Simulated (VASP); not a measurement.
Write the native input for VASP 6.6.1 that does the following.

* Task: single point
* Functional: PBE
* Potentials or basis: VASP PAW PBE potentials, release 64 (Si, B, Mo_sv)
* Cutoff: 520 eV
* k mesh: 10 × 10 × 10
* Occupations: gaussian, width 0.1 eV
* Spin: no spin polarisation
* Dipole correction: no
* Further INCAR settings: ALGO = Normal; EDIFF = 1e-06; NBANDS = 24

The structure of SiB4Mo lies in POSCAR:

```
SiB4Mo
1.0
    0.0000000000      3.5736920030      3.5736920030
    3.5736920030      0.0000000000      3.5736920030
    3.5736920030      3.5736920030      0.0000000000
Si B Mo
1 4 1
Direct
    0.7500000000      0.7500000000      0.7500000000
    0.1650031532      0.5049905404      0.1650031532
    0.1650031532      0.1650031532      0.1650031532
    0.5049905404      0.1650031532      0.1650031532
    0.1650031532      0.1650031532      0.5049905404
    0.0000000000      0.0000000000      0.0000000000
```

The cell was generated, and may not be a known phase.

One way to write it, as run:

INCAR

```
SYSTEM = SiB4Mo
PREC = Accurate ; ENCUT = 520
EDIFF = 1E-6 ; ISMEAR = 0
SIGMA = 0.1 ; LREAL = .FALSE.
LASPH = .TRUE. ; NELM = 60
ALGO = Normal ; ISIF = 2
LWAVE = .FALSE. ; LCHARG = .TRUE.
GGA = PE ; LELF = .TRUE.
LVHAR = .TRUE. ; NBANDS = 24
```

KPOINTS

```
Automatic mesh
0
G
  10 10 10
  0 0 0
```

Potentials or basis: VASP PAW PBE potentials, release 64 (Si, B, Mo_sv).

Command:

```console
$ cat potpaw_PBE.64/Si/POTCAR potpaw_PBE.64/B/POTCAR potpaw_PBE.64/Mo_sv/POTCAR > POTCAR
$ mpirun -np 1 vasp_std > vasp.out
```

Results of the run:

| Property | Result |
| --- | --- |
| Pressure | 0.0 GPa |
| Band gap on the k mesh | zero (bands 15 and 16 overlap by 0.95 eV) |

Run time: 98 s on 1 thread of Intel(R) Xeon(R) Platinum 8488C (Sapphire Rapids), with other jobs on the host, peak memory 0.29 GiB.
